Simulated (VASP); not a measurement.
Here is a VASP 6.6.1 calculation.

File POSCAR:

```
BaS
1.0
    0.0000000000      3.1937500000      3.1937500000
    3.1937500000      0.0000000000      3.1937500000
    3.1937500000      3.1937500000      0.0000000000
Ba S
1 1
Direct
   -0.0332104946      0.0000000000      0.0000000000
    0.5000000000      0.5000000000      0.5000000000
```

INCAR.step1

```
SYSTEM = BaS
PREC = Accurate
ENCUT = 520
ISMEAR = 0
SIGMA = 0.05
LREAL = .False.
LASPH = .True.
NELM = 60
NBANDS = 15
GGA = PE
ALGO = Normal
EDIFF = 1E-4
LWAVE = .True.
LCHARG = .False.
```

INCAR.step2

```
SYSTEM = BaS
PREC = Accurate
ENCUT = 520
EDIFF = 1E-7
ISMEAR = 0
SIGMA = 0.05
LREAL = .False.
LASPH = .True.
NELM = 60
ALGO = Normal
ISIF = 2
LWAVE = .False.
LCHARG = .False.
METAGGA = R2SCAN
LMIXTAU = .True.
NBANDS = 15
ISTART = 1
```

Contents of KPOINTS:

```
Automatic mesh
0
Gamma
  6 6 6
  0 0 0
```

Potentials or basis: VASP PAW PBE potentials, release 64 (Ba_sv, S).

The run is started by

```bash
$ cat potpaw_PBE.64/Ba_sv/POTCAR potpaw_PBE.64/S/POTCAR > POTCAR
$ cp INCAR.step1 INCAR
$ mpirun -np 1 vasp_std > vasp.out
$ cp INCAR.step2 INCAR
$ mpirun -np 1 vasp_std > vasp.out
```

(1) What does it give for the pressure?

(2) Predict the band gap on the k mesh.

(3) Predict the largest force.

Results:

(1) 1.7 GPa.

(2) 2.55 eV (least direct gap 2.65 eV).

(3) 0.368 eV/Å.

Caveat: the cell differs from its parent crystal (all Ba atoms moved +0.150 Å, as atom 1 towards its neighbour atom 1 (Ba) at 4.517 Å); the PAW data sets were made with another functional, which shifts forces and pressure a little; spin-orbit coupling is left out, which moves the levels of the heavy elements.
